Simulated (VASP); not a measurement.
Input of a VASP 6.6.1 run:

File INCAR:

```
PREC     = Accurate       # precision mode
ENCUT    = 520            # plane-wave cutoff, eV
EDIFF    = 1E-6           # SCF threshold, eV
ISMEAR   = 0              # smearing method
SIGMA    = 0.15           # smearing width, eV
LREAL    = F              # projectors in reciprocal space
LASPH    = T              # aspherical terms in the spheres
NELM     = 80             # most SCF steps
ALGO     = Normal         # electronic algorithm
ISIF     = 2              # what is computed and relaxed
LWAVE    = F              # write WAVECAR
LCHARG   = T              # write CHGCAR
GGA      = PS             # functional
LELF     = T              # ELF
LVHAR    = T            
NBANDS   = 10             # bands
```

File KPOINTS:

```
Automatic mesh
0
Gamma
  18 18 10
```

Contents of POSCAR:

```
Al
1.0
    2.9694000000      0.0000000000      0.0000000000
   -1.4847000000      2.5715758340      0.0000000000
    0.0000000000      0.0000000000      4.4157000000
Al
2
Direct
    0.6666666667      0.3333333333      0.7500000000
    0.3333333333      0.6666666667      0.2500000000
```

Potentials or basis: VASP PAW PBE potentials, release 64 (Al).

Run with:

```sh
$ cat potpaw_PBE.64/Al/POTCAR > POTCAR
$ mpirun -np 1 vasp_std > vasp.out
```

Predict the band gap on the k mesh.

zero (band 3 reaches 13.17 eV, above the bottom of band 4 at 4.40 eV).

Estimate the pressure.

-1.5 GPa.

Stress tensor (GPa, compression positive):
```
-3.60  0.00  0.00
 0.00 -3.60  0.00
 0.00  0.00  2.60
```

Caveat: the PAW data sets were made with another functional, which shifts forces and pressure a little.
